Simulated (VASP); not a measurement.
AlP, 2 atoms in the cell. Symmetry: F-43m, No. 216, cubic system. Conventional cell: a = 5.389 Å, b = 5.389 Å, c = 5.389 Å, α = 90.00°, β = 90.00°, γ = 90.00°. Al (site symmetry -43m) has 4 P at 2.33 Å within 3.1 Å. Within 3.1 Å of P (site symmetry -43m) lie 4 Al at 2.33 Å. 

- Program: VASP 6.6.1
- Task: single point
- Functional: PBE
- Potentials or basis: VASP PAW PBE potentials, release 64 (Al, P)
- Cutoff: 500 eV
- k mesh: 4 × 4 × 4
- Occupations: gaussian, width 0.01 eV
- Spin: no spin polarisation
- Dipole correction: no
- Further INCAR settings: ALGO = Normal; EDIFF = 1e-06; NBANDS = 11

Potentials or basis: VASP PAW PBE potentials, release 64 (Al, P).

Run with:

```sh
$ cat potpaw_PBE.64/Al/POTCAR potpaw_PBE.64/P/POTCAR > POTCAR
$ mpirun -np 1 vasp_std > vasp.out
```

Hardware: 1 thread of Intel(R) Xeon(R) Platinum 8259CL CPU @ 2.50GHz (Skylake/Cascade Lake) (shared host).

Problem. How long does it take, and how much memory?

Solution. Wall time 7.1 s on 1 thread of Intel(R) Xeon(R) Platinum 8259CL CPU @ 2.50GHz (Skylake/Cascade Lake), on a shared host, peak memory 0.14 GiB. Counts: scf iterations 12, k points 8.
